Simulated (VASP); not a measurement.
A run of VASP 6.6.1 is set up as follows.

File INCAR:

```
ALGO = Normal ; EDIFF = 1E-6
ENCUT = 520 ; GGA = PE
ISIF = 2 ; ISMEAR = -1
LASPH = True ; LCHARG = False
LREAL = False ; LWAVE = False
NBANDS = 26 ; NELM = 60
PREC = Accurate ; SIGMA = 0.1
```

The input KPOINTS:

```
k-points
0
Gamma
  7 7 10
```

POSCAR

```
Tl
1.0
    5.8493681624      0.0000000000      0.0000000000
   -2.9246840812      5.0657014247      0.0000000000
    0.0000000000      0.0000000000      3.5948884676
Tl
3
Direct
    1.0000000000      0.0000000000      0.0000000000
    0.3333333333      0.6666666667      0.5000000000
    0.6666666667      0.3333333333      0.5000000000
```

Potentials or basis: VASP PAW PBE potentials, release 64 (Tl_d).

The run is started by

```console
$ cat potpaw_PBE.64/Tl_d/POTCAR > POTCAR
$ mpirun -np 1 vasp_std > vasp.out
```

(1) Estimate the band gap on the k mesh.

(2) Estimate the pressure.

## Answers

(1) zero (an odd number of electrons rules out a gap without spin polarisation).

(2) -2.2 GPa.

Caveat: spin-orbit coupling is left out, which moves the levels of the heavy elements.
